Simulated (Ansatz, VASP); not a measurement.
One calculation of Ga2O3, two programs

```xyz
10
Lattice="2.5033 1.4453 4.4951 -2.5033 1.4453 4.4951 0.0000 -2.8906 4.4951" Properties=species:S:1:pos:R:3 pbc="T T T"
Ga    0.0000    0.0000   11.5414
Ga    0.0000    0.0000    4.7987
Ga    0.0000    0.0000    1.9440
Ga    0.0000    0.0000    8.6868
O     0.9857   -1.4453    5.6189
O    -1.7445   -0.1310    5.6189
O    -0.9857    1.4453    7.8665
O    -0.7588   -1.5763    7.8665
O     1.7445    0.1310    7.8665
O     0.7588    1.5763    5.6189
```

Alike in both runs: task single point; functional PBE; k mesh 6 × 6 × 6; no spin polarisation.

```csv
,VASP,Ansatz
version,VASP 6.6.1,Ansatz 0.2.0
potentials or method,"VASP PAW PBE potentials, release 64 (Ga_d, O)","plane waves, PAW"
plane-wave cutoff (eV),520,420
occupations,"gaussian, width 0.01 eV",fixed
valence electrons in the cell,88,88
```

VASP gave:

```
gap on the k mesh at the Fermi level (eV)                     : 2.71
pressure (GPa)                                                : 7.6
traceless stress, the component that is largest in VASP (GPa) : -0.63
rms of the force components (eV/Å)                            : 0.006
```

Task: Which values does Ansatz return?

Result: gap on the k mesh at the Fermi level (eV): 2.72; pressure (GPa): 6.5; traceless stress, the component that is largest in VASP (GPa): -0.54; rms of the force components (eV/Å): 0.000.

Atom by atom the forces differ by 0.006 eV/Å (rms over components).
